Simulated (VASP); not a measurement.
Write the native input for VASP 6.6.1 that does the following.

```yaml
Task: single point
Functional: r2SCAN
Dispersion: rVV10
Potentials_or_basis: VASP PAW PBE potentials, release 64 (Te, Sn_d)
Cutoff: 520 eV
k_mesh: 7 × 7 × 7
Occupations: fermi-dirac, width 0.05 eV
Spin: no spin polarisation
Dipole_correction: no
Further_INCAR_settings: ALGO = Normal; EDIFF = 1e-06; NBANDS = 17
```

SnTe:

```xyz
2
Lattice="0.0000 3.5585 3.5585 3.5585 0.0000 3.5585 3.5585 3.5585 0.0000" Properties=species:S:1:pos:R:3 pbc="T T T"
Te    1.7792    1.7792    1.7792
Sn    0.0000    0.0000    0.0000
```

These files were run (other wordings do the same):

POSCAR

```
SnTe
1.0
    0.0000000000      3.5584506722      3.5584506722
    3.5584506722      0.0000000000      3.5584506722
    3.5584506722      3.5584506722      0.0000000000
Te Sn
1 1
Direct
    0.2500000000      0.2500000000      0.2500000000
    0.0000000000      0.0000000000      0.0000000000
```

INCAR.step1

```
SYSTEM = SnTe
  PREC = Accurate
  ENCUT = 520
  ISMEAR = -1
  SIGMA = 0.05
  LREAL = .False.
  LASPH = .True.
  NELM = 100
  NBANDS = 17
  GGA = PE
  ALGO = Normal
  EDIFF = 1E-4
  LWAVE = .True.
  LCHARG = .False.
```

INCAR.step2

```
SYSTEM = SnTe
  PREC = Accurate
  ENCUT = 520
  EDIFF = 1E-6
  ISMEAR = -1
  SIGMA = 0.05
  LREAL = .False.
  LASPH = .True.
  NELM = 100
  ALGO = Normal
  ISIF = 2
  LWAVE = .False.
  LCHARG = .False.
  METAGGA = R2SCAN
  LMIXTAU = .True.
  LUSE_VDW = .True.
  IVDW_NL = 2
  BPARAM = 11.95
  CPARAM = 0.0093
  NBANDS = 17
  ISTART = 1
```

KPOINTS

```
regular mesh
0
Gamma
  7 7 7
  0 0 0
```

Potentials or basis: VASP PAW PBE potentials, release 64 (Te, Sn_d).

Launch:

```bash
$ cat potpaw_PBE.64/Te/POTCAR potpaw_PBE.64/Sn_d/POTCAR > POTCAR
$ cp INCAR.step1 INCAR
$ mpirun -np 1 vasp_std > vasp.out
$ cp INCAR.step2 INCAR
$ mpirun -np 1 vasp_std > vasp.out
```

Results of the run:

The pressure is 0.1 GPa and the band gap on the k mesh is 0.24 eV (least direct gap 0.84 eV).

Caveat: semilocal functionals underestimate gaps, and a narrow one can read as zero; the PAW data sets were made with another functional, which shifts forces and pressure a little; spin-orbit coupling is left out, which moves the levels of the heavy elements; an odd mesh through Γ misses points on the zone boundary, where band edges can lie.

It took 110 s on 1 thread of AMD EPYC 9R45 96-Core Processor (Zen 5) (shared host), peak memory 0.47 GiB.
